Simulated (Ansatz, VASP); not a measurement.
## Two plane-wave programs on Ba2Be

```
Ba Be
1.0
     0.00000    3.98316    3.98316
     3.98316    3.98316    0.00000
    -3.98316    7.96633   -3.98316
Ba Be
4 2
Direct
  0.37500 0.37500 0.87500
  0.87500 0.87500 0.37500
  0.12500 0.12500 0.62500
  0.62500 0.62500 0.12500
  0.75000 0.75000 0.75000
  0.25000 0.25000 0.25000
```

Alike in both runs: task single point; functional PBE; k mesh 6 × 6 × 6; occupations gaussian, width 0.2 eV; no spin polarisation.

|  | VASP | Ansatz |
| --- | --- | --- |
| version | VASP 6.6.1 | Ansatz 0.2.0 |
| potentials or method | VASP PAW PBE potentials, release 64 (Ba_sv, Be), cutoff 520 eV | scalar-relativistic, plane waves, PAW |
| valence electrons in the cell | 44 | 44 |

```tsv
	VASP	Ansatz	Ansatz less VASP
gap on the k mesh at the Fermi level (eV)	none	none	-
pressure (GPa)	0.2	0.0	-0.22
```

A gap of «none» marks a metal or a gap that the smearing closes.

Neither program's run includes spin-orbit coupling.
